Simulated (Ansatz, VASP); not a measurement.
**Two plane-wave programs on GaN**

```
Ga N
1.0
     3.16191    0.00000    0.00000
    -1.58096    2.73830    0.00000
     0.00000    0.00000    5.14909
Ga N
2 2
Cartesian
  0.0000 1.8255 -0.0046
  1.5810 0.9128 2.5700
  0.0000 1.8255 1.9355
  1.5810 0.9128 4.5100
```

Alike in both runs: functional r2SCAN; k mesh 12 × 12 × 6; occupations fermi-dirac, width 0.02 eV; no spin polarisation.

Ansatz relaxed the structure, and its values are those at the end. VASP's run is a single point on that final structure, the one shown.

|  | VASP | Ansatz |
| --- | --- | --- |
| version | VASP 6.6.1 | Ansatz 0.2.0 |
| potentials or method | VASP PAW PBE potentials, release 64 (Ga_d, N), cutoff 520 eV | PAW plane waves |
| valence electrons in the cell | 36 | 36 |

|  | VASP | Ansatz | Ansatz less VASP |
| --- | --- | --- | --- |
| gap on the k mesh at the Fermi level (eV) | 2.48 | 2.49 | +0.010 |
| pressure (GPa) | 5.3 | 4.1 | -1.14 |
| rms of the force components (eV/Å) | 0.005 | 0.002 | -0.0031 |

VASP's potentials were made for PBE, not for r2SCAN. Ansatz's warnings: stress scf threshold loose.
